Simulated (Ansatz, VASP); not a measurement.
**Two plane-wave programs on NaCl**

```
Na Cl
1.0
     3.44792    0.00000    0.00000
     0.00000    3.44792    0.00000
     0.00000    0.00000    3.44792
Na Cl
1 1
Direct
  0.00000 0.00000 0.00000
  0.50000 0.50000 0.50000
```

Alike in both runs: task single point; functional PBE; k mesh 8 × 8 × 8; occupations gaussian, width 0.05 eV; no spin polarisation.

|  | VASP | Ansatz |
| --- | --- | --- |
| version | VASP 6.6.1 | Ansatz 0.2.0 |
| potentials or method | VASP PAW PBE potentials, release 64 (Na_pv, Cl), cutoff 500 eV | scalar-relativistic, plane waves, PAW |
| valence electrons in the cell | 14 | 16 |

```csv
,VASP,Ansatz,Ansatz less VASP
gap on the k mesh at the Fermi level (eV),4.14,4.14,0.000
least direct gap on the mesh (eV),4.67,4.67,+0.001
pressure (GPa),1.4,1.5,+0.08
```

The functional is the same, so the differences come from potentials, cutoffs and numerics. VASP's potentials hold 14 valence electrons a cell and Ansatz's 16, so a difference there can come from the potentials and not from the codes.
